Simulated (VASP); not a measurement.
Write the native input for VASP 6.6.1 that does the following.

| Quantity | Value |
| --- | --- |
| Task | single point |
| Functional | r2SCAN |
| Potentials or basis | VASP PAW PBE potentials, release 64 (In_d, Pd) |
| Cutoff | 550 eV |
| k mesh | 10 × 10 × 10 |
| Occupations | fermi-dirac, width 0.045 eV |
| Spin | no spin polarisation |
| Dipole correction | no |
| Further INCAR settings | ALGO = Normal; EDIFF = 1e-06; NBANDS = 18 |

The system is InPd.

```xyz
2
Lattice="3.2172 0.0000 0.0000 0.0000 3.2172 0.0000 0.0000 0.0000 3.2172" Properties=species:S:1:pos:R:3 pbc="T T T"
In    1.6086    1.6086    1.6086
Pd    0.0000    0.0000    0.0000
```

One way to write it, as run:

POSCAR

```
InPd
1.0
    3.2171690300      0.0000000000      0.0000000000
    0.0000000000      3.2171690300      0.0000000000
    0.0000000000      0.0000000000      3.2171690300
In Pd
1 1
Direct
    0.5000000000      0.5000000000      0.5000000000
    0.0000000000      0.0000000000      0.0000000000
```

INCAR.step1

```
ALGO = Normal
EDIFF = 1E-5
ENCUT = 550
GGA = PE
GGA_COMPAT = F
ISMEAR = -1
LASPH = T
LCHARG = F
LREAL = F
LWAVE = T
NBANDS = 18
NELM = 120
PREC = Accurate
SIGMA = 0.045
```

INCAR.step2

```
ALGO = Normal
EDIFF = 1E-6
ENCUT = 550
GGA_COMPAT = F
ISIF = 2
ISMEAR = -1
ISTART = 1
LASPH = T
LCHARG = F
LMIXTAU = T
LREAL = F
LWAVE = F
METAGGA = R2SCAN
NBANDS = 18
NELM = 120
PREC = Accurate
SIGMA = 0.045
```

KPOINTS

```
k-points
0
Gamma
  10 10 10
```

Potentials or basis: VASP PAW PBE potentials, release 64 (In_d, Pd).

Command:

```console
$ cat potpaw_PBE.64/In_d/POTCAR potpaw_PBE.64/Pd/POTCAR > POTCAR
$ cp INCAR.step1 INCAR
$ mpirun -np 1 vasp_std > vasp.out
$ cp INCAR.step2 INCAR
$ mpirun -np 1 vasp_std > vasp.out
```

Results of the run:

The pressure is 7.9 GPa and the band gap on the k mesh is zero (an odd number of electrons rules out a gap without spin polarisation).

Caveat: the cell stands under pressure; the PAW data sets were made with another functional, which shifts forces and pressure a little; spin-orbit coupling is left out, which moves the levels of the heavy elements.

Run time: 64 s on 1 thread of Intel(R) Xeon(R) 6975P-C (Granite Rapids), with other jobs on the host, peak memory 0.19 GiB.
